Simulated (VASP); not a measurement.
# TaV (Cmmm) in VASP: single point with r2SCAN

Aim: the single point of TaV with r2SCAN.

Everything below comes from runs of VASP 6.6.1. Logs are shortened: lines on timing, memory, paths and dates and some standing lists are left out, and cuts for length are marked.

### 1 The cell of the first run

Symmetry: Cmmm, No. 65, orthorhombic system. The conventional cell has a = 3.213 Å, b = 4.616 Å, c = 4.341 Å, α = 90.00°, β = 90.00°, γ = 90.00°. Within 3.6 Å of Ta (site symmetry mmm) lie 8 V at 2.70 to 3.17 Å and 6 Ta at 2.81 to 3.21 Å. V (site symmetry mmm) has 8 Ta at 2.70 to 3.17 Å and 6 V at 2.81 to 3.21 Å within 3.6 Å.

### 2 Single point, r2SCAN, collinear spin, ferromagnetic start

Contents of POSCAR:

```
TaV
1.0
    1.6067000000     -2.3077750000      0.0000000000
    1.6067000000      2.3077750000      0.0000000000
    0.0000000000      0.0000000000      4.3413610000
Ta V
1 1
Direct
    0.0000000000      0.0000000000      0.0000000000
    0.5000000000      0.5000000000      0.5000000000
```

Contents of INCAR.step1:

```
ALGO = Normal
EDIFF = 1E-4
ENCUT = 520
GGA = PE
ISMEAR = 0
ISPIN = 2
LASPH = True
LCHARG = False
LMAXMIX = 4
LREAL = False
LWAVE = True
MAGMOM = 0 1.5
NBANDS = 23
NELM = 150
PREC = Accurate
SIGMA = 0.1
```

Contents of INCAR.step2:

```
ALGO = Normal
EDIFF = 1E-7
ENCUT = 520
ISIF = 2
ISMEAR = 0
ISPIN = 2
ISTART = 1
LASPH = True
LCHARG = True
LELF = True
LMAXMIX = 4
LMIXTAU = True
LORBIT = 11
LREAL = False
LVHAR = True
LWAVE = False
MAGMOM = 0 1.5
METAGGA = R2SCAN
NBANDS = 23
NELM = 150
PREC = Accurate
SIGMA = 0.1
```

Contents of KPOINTS:

```
k-points
0
Gamma
  11 11 7
```

Potentials or basis: VASP PAW PBE potentials, release 64 (Ta_pv, V_sv).

Command:

```sh
$ cat potpaw_PBE.64/Ta_pv/POTCAR potpaw_PBE.64/V_sv/POTCAR > POTCAR
$ cp INCAR.step1 INCAR
$ mpirun -np 1 vasp_std > vasp.out
$ cp INCAR.step2 INCAR
$ mpirun -np 1 vasp_std > vasp.out
```

OUTCAR:

```text
EDIFF = 1E-7
   ENCUT = 520
   ISIF = 2
   ISMEAR = 0
   ISPIN = 2
   ISTART = 1
   LASPH = True
   LORBIT = 11
   LREAL = False
   METAGGA = R2SCAN
   NELM = 150
   PREC = Accurate

 ion  position               nearest neighbor table
   1  0.000  0.000  0.000-   2 2.70   2 2.70   2 2.70   2 2.70   2 3.17   2 3.17   2 3.17   2 3.17

   2  0.500  0.500  0.500-   1 2.70   1 2.70   1 2.70   1 2.70   1 3.17   1 3.17   1 3.17   1 3.17

  LATTYP: Found a base centered orthorhombic cell.
 ALAT       =     3.2134000000
 B/A-ratio  =     1.4363446816
 C/A-ratio  =     1.3510179249

  Lattice vectors:

 A1 = (   1.6067000000,  -2.3077750000,   0.0000000000)
 A2 = (   1.6067000000,   2.3077750000,   0.0000000000)
 A3 = (   0.0000000000,   0.0000000000,   4.3413610000)

Analysis of symmetry for initial positions (statically):
=====================================================================
 Subroutine PRICEL returns:
 Original cell was already a primitive cell.

 Routine SETGRP: Setting up the symmetry group for a
 base centered orthorhombic supercell.

 Subroutine GETGRP returns: Found  8 space group operations
 (whereof  8 operations were pure point group operations)
 out of a pool of  8 trial point group operations.

The static configuration has the point symmetry D_2h.

Analysis of symmetry for dynamics (positions and initial velocities):
=====================================================================
 Subroutine PRICEL returns:
 Original cell was already a primitive cell.

 Routine SETGRP: Setting up the symmetry group for a
 base centered orthorhombic supercell.

 Subroutine GETGRP returns: Found  8 space group operations
 (whereof  8 operations were pure point group operations)
 out of a pool of  8 trial point group operations.

The dynamic configuration has the point symmetry D_2h.

Analysis of structural, dynamic, and magnetic symmetry:
=====================================================================
 Subroutine PRICEL returns:
 Original cell was already a primitive cell.

 Routine SETGRP: Setting up the symmetry group for a
 base centered orthorhombic supercell.

 Subroutine GETGRP returns: Found  8 space group operations
 (whereof  8 operations were pure point group operations)
 out of a pool of  8 trial point group operations.

The overall configuration has the point symmetry D_2h.

 Subroutine INISYM returns: Found  8 space group operations
 (whereof  8 operations are pure point group operations),
 and found     1 'primitive' translations

----------------------------------------------------------------------------------------

                                     Primitive cell

  volume of cell :      32.1947

  direct lattice vectors                    reciprocal lattice vectors
     1.606700000 -2.307775000  0.000000000     0.311196863 -0.216658903  0.000000000
     1.606700000  2.307775000  0.000000000     0.311196863  0.216658903  0.000000000
     0.000000000  0.000000000  4.341361000     0.000000000  0.000000000  0.230342512

  length of vectors
     2.811994015  2.811994015  4.341361000     0.379189356  0.379189356  0.230342512

  position of ions in fractional coordinates (direct lattice)
     0.000000000  0.000000000  0.000000000
     0.500000000  0.500000000  0.500000000

  ion indices of the primitive-cell ions
   primitive index   ion index
                 1           1
                 2           2

----------------------------------------------------------------------------------------

 KPOINTS: k-points

Automatic generation of k-mesh.
 Grid dimensions read from file:
 generate k-points for:   11   11    7

 Generating k-lattice:

  Cartesian coordinates                     Fractional coordinates (reciprocal lattice)
     0.028290624 -0.019696264  0.000000000     0.090909091 -0.000000000  0.000000000
     0.028290624  0.019696264  0.000000000    -0.000000000  0.090909091  0.000000000
     0.000000000  0.000000000  0.032906073     0.000000000  0.000000000  0.142857143

  Length of vectors
     0.034471760  0.034471760  0.032906073

  Shift w.r.t. Gamma in fractional coordinates (k-lattice)
     0.000000000  0.000000000  0.000000000

 Subroutine IBZKPT returns following result:
 ===========================================

 Found    144 irreducible k-points:

 Following reciprocal coordinates:
            Coordinates               Weight
  0.000000  0.000000  0.000000      1.000000
  0.090909  0.000000  0.000000      4.000000
  0.181818  0.000000  0.000000      4.000000
  0.272727  0.000000  0.000000      4.000000
  0.363636  0.000000  0.000000      4.000000
  0.454545  0.000000  0.000000      4.000000
[... 16 lines left out ...]
 -0.272727  0.181818  0.000000      4.000000
 -0.181818  0.181818  0.000000      2.000000
 [... further k-points ...]
   k-points           NKPTS =    144   k-points in BZ     NKDIM =    144   number of bands    NBANDS=     23
   number of dos      NEDOS =    301   number of ions     NIONS =      2
   total plane-waves  NPLWV =  18432
   dimension x,y,z NGX =    24 NGY =   24 NGZ =   32
   dimension x,y,z NGXF=    48 NGYF=   48 NGZF=   64
   ions per type =               1   1
   NGX,Y,Z   is equivalent  to a cutoff of  14.19, 14.19, 12.25 a.u.
   NGXF,Y,Z  is equivalent  to a cutoff of  28.38, 28.38, 24.51 a.u.
 SYSTEM =  unknown system
   PREC   = accura    normal or accurate (medium, high low for compatibility)
   ISTART =      1    job   : 0-new  1-cont  2-samecut
   ICHARG =      0    charge: 1-file 2-atom 10-const
   ISPIN  =      2    spin polarized calculation?
   LNONCOLLINEAR =      F non collinear calculations
   LSORBIT =      F    spin-orbit coupling
   LASPH  =      T    aspherical Exc in radial PAW
   ENCUT  =  520.0 eV  38.22 Ry    6.18 a.u.   5.23  5.23  8.07*2*pi/ulx,y,z
   NELM   =    150;   NELMIN=  2; NELMDL=  0     # of ELM steps
   EDIFF  = 0.1E-06   stopping-criterion for ELM
   LREAL  =      F    real-space projection
   EDIFFG = 0.1E-05   stopping-criterion for IOM
   NSW    =      0    number of steps for IOM
   IBRION =     -1    ionic relax: 0-MD 1-quasi-New 2-CG
   NFREE  =      0    steps in history (QN), initial steepest desc. (CG)
   ISIF   =      2    stress and relaxation
   ISYM   =      2    0-nonsym 1-usesym 2-fastsym
   POTIM  = 0.5000    time-step for ionic-motion
   TEBEG  =    0.0;   TEEND  =   0.0 temperature during run
   PSTRESS=    0.0 pullay stress
   NELECT =      24.0000    total number of electrons
   NUPDOWN=      -1.0000    fix difference up-down
   EMIN   =  10.00;   EMAX   =-10.00  energy-range for DOS
   EFERMI =   0.00;   METHOD = LEGACY
   ISMEAR =     0;   SIGMA  =   0.10  broadening in eV -4-tet -1-fermi 0-gaus
   EFERMI_NEDOS =   21; number of points for ismear=-14 and -15
   IALGO  =     38    algorithm
   IMIX   =      4    mixing-type and parameters
     AMIX     =   0.40;   BMIX     =  1.00
     AMIX_MAG =   1.60;   BMIX_MAG =  1.00
  volume/ion in A,a.u.               =      16.10       108.63
  Fermi-wavevector in a.u.,A,eV,Ry     =   1.484399  2.805107 29.979609  2.203439
  Thomas-Fermi vector in A             =   2.597940
   LORBIT       =     11    0 simple, 1 ext, 2 COOP (PROOUT), +10 PAW based schemes
   METAGGA = R2SCAN    functional components
   LHFCALC =     F    Hartree Fock is set to
   AEXX    =    0.0000 exact exchange contribution
   IVDW    =     0    specifies the selected vdW correction
   LEPSILON=     F    determine dielectric tensor
   LRPA    =     F    only Hartree local field effects (RPA)
 spin polarized calculation
 Gauss-broadening in eV      SIGMA  =   0.10
  energy-cutoff  :      520.00
  volume of cell :       32.19
 maximum number of plane-waves:       884
 NGX is ok and might be reduce to    24
   NGX = 11   NGY = 11   NGZ = 17

 number of electron      24.0000002 magnetization       0.0001461

 number of electron      24.0000002 magnetization      -0.0001380

 Free energy of the ion-electron system (eV)
  ---------------------------------------------------
  ext. energy  EPLUGINS =         0.00000000
  ---------------------------------------------------
  free energy    TOTEN  =       -62.53654281 eV

  energy without entropy =      -62.52122719  energy(sigma->0) =      -62.52888500

 E-fermi :   6.9621     XC(G=0): -13.7517

 val. band max:        6.9337911274   @ k =   0.0909   0.0000   0.4286
 cond. band min:       6.9636722477   @ k =   0.0000   0.0000   0.4286
 fundamental gap:      0.0298811203
 Fermi energy:         6.9620950254

 spin component 1

 k-point     1 :       0.0000    0.0000    0.0000
  band No.  band energies     occupation
      1     -59.3806      1.00000
      2     -32.1378      1.00000
      3     -31.9530      1.00000
      4     -31.8992      1.00000
      5     -27.7404      1.00000
      6     -27.2949      1.00000
[... 15 lines left out ...]
     22      20.2732      0.00000
     23      24.6364      0.00000
[... 575 lines left out ...]
      1     -59.3606      1.00000
      2     -32.1088      1.00000
      3     -32.0132      1.00000
      4     -31.9985      1.00000
      5     -27.6868      1.00000
      6     -27.4808      1.00000
[... 15 lines left out ...]
     22      22.1274      0.00000
     23      22.8406      0.00000

 [... further k-points ...]

 spin component 2

 k-point     1 :       0.0000    0.0000    0.0000
  band No.  band energies     occupation
      1     -59.3808      1.00000
      2     -32.1380      1.00000
      3     -31.9532      1.00000
      4     -31.8992      1.00000
      5     -27.7404      1.00000
      6     -27.2949      1.00000
[... 15 lines left out ...]
     22      20.2732      0.00000
     23      24.6364      0.00000
[... 575 lines left out ...]
      1     -59.3607      1.00000
      2     -32.1089      1.00000
      3     -32.0133      1.00000
      4     -31.9986      1.00000
      5     -27.6868      1.00000
      6     -27.4808      1.00000
[... 15 lines left out ...]
     22      22.1273      0.00000
     23      22.8406      0.00000

 [... further k-points ...]
[... 5 lines left out ...]
  --------------------------------------------------------------------------------------
  -------------------------------------------------------------------------------------
  Total       -0.4438723     -0.5084843     -0.5863288     -0.0000000      0.0000000      0.0000000
  in kB      -22.0894276    -25.3048645    -29.1788169     -0.0000000      0.0000000      0.0000000
  external PRESSURE =     -25.5243697 kB  Pullay stress =       0.0000000 kB

 VOLUME and BASIS-vectors are now :
 -----------------------------------------------------------------------------
  energy-cutoff  :      520.00
  volume of cell :       32.19
      direct lattice vectors                 reciprocal lattice vectors
     1.606700000 -2.307775000  0.000000000     0.311196863 -0.216658903  0.000000000
     1.606700000  2.307775000  0.000000000     0.311196863  0.216658903  0.000000000
     0.000000000  0.000000000  4.341361000     0.000000000  0.000000000  0.230342512

 POSITION                                       TOTAL-FORCE (eV/Angst)
 -----------------------------------------------------------------------------------
      0.00000      0.00000      0.00000         0.000000     -0.000000      0.000000
      1.60670      0.00000      2.17068        -0.000000      0.000000      0.000000
 -----------------------------------------------------------------------------------
    total drift:                                0.000000      0.000000     -0.000000

  FREE ENERGIE OF THE ION-ELECTRON SYSTEM (eV)
  ---------------------------------------------------
  free  energy   TOTEN  =       -62.5365428067 eV

  energy  without entropy=      -62.5212271850  energy(sigma->0) =      -62.52888500

 total charge

# of ion       s       p       d       tot
------------------------------------------
    1        0.402   6.180   2.434   9.015
    2        2.303   6.211   2.983  11.498
--------------------------------------------------
tot          2.705  12.391   5.417  20.513

 magnetization (x)

# of ion       s       p       d       tot
------------------------------------------
    1        0.000  -0.000  -0.000  -0.000
    2       -0.000  -0.000  -0.000  -0.000
--------------------------------------------------
tot         -0.000  -0.000  -0.000  -0.000
```

It took 6.6 min on 1 thread of Intel Xeon Platinum 8559C (Emerald Rapids), shared host; peak memory 0.29 GiB.

What came out:

* Free energy: -62.5365 eV
* Pressure: -2.6 GPa
* Band gap on the k mesh: zero (filled and empty bands overlap)
* Net moment: 0.00 μB per cell
* Valence electrons inside the program's atomic spheres: Ta 9.02; V 11.50

Stress tensor (GPa, compression positive):
```
-2.21  0.00  0.00
 0.00 -2.53  0.00
 0.00  0.00 -2.92
```

Levels at points of the mesh, in eV from the Fermi level:
Spin up:
| k point | band 8 | band 9 | band 10 | band 11 | band 12 | band 13 | band 14 | band 15 | band 16 | band 17 |
| --- | --- | --- | --- | --- | --- | --- | --- | --- | --- | --- |
| (0.00, 0.00, 0.00) | -7.77 | -3.83 | -1.32 | 0.09 | 0.56 | 0.97 | 2.04 | 2.20 | 2.45 | 4.39 |
Spin down:
| k point | band 10 | band 11 | band 12 | band 13 | band 14 | band 15 |
| --- | --- | --- | --- | --- | --- | --- |
| (0.00, 0.00, 0.00) | -1.32 | 0.09 | 0.56 | 0.97 | 2.04 | 2.20 |

Caveat: the moments typed at the start vanished in this run; the PAW data sets were made with another functional, which shifts forces and pressure a little; spin-orbit coupling is left out, which moves the levels of the heavy elements.

The gap in the log of VASP goes by the Fermi energy; the results here count the filled bands.